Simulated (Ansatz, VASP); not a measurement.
One calculation of Fe, two programs

```xyz
1
Lattice="2.4990 0.0000 0.0000 0.0000 2.4990 0.0000 0.0000 0.0000 2.4990" Properties=species:S:1:pos:R:3 pbc="T T T"
Fe    0.0000    0.0000    0.0000
```

Alike in both runs: task single point; functional BLYP; k mesh 15 × 15 × 15; occupations fermi-dirac, width 0.05 eV; collinear spin.

|  | VASP | Ansatz |
| --- | --- | --- |
| version | VASP 6.6.1 | Ansatz 0.2.0 |
| potentials or method | VASP PAW PBE potentials, release 64 (Fe), cutoff 520 eV | plane waves (420 eV) with PAW, scalar-relativistic |
| valence electrons in the cell | 8 | 16 |

```tsv
	VASP	Ansatz	Ansatz less VASP
pressure (GPa)	-8.5	-8.7	-0.11
net moment per atom (μB)	2.65	2.65	-0.004
size of the moment on the site where the two differ most (μB)	2.64	2.64	+0.001
```

VASP's potentials were made for PBE, not for BLYP. Site moments also hang on the region over which each program counts them. VASP's potentials hold 8 valence electrons a cell and Ansatz's 16, so a difference there can come from the potentials and not from the codes.
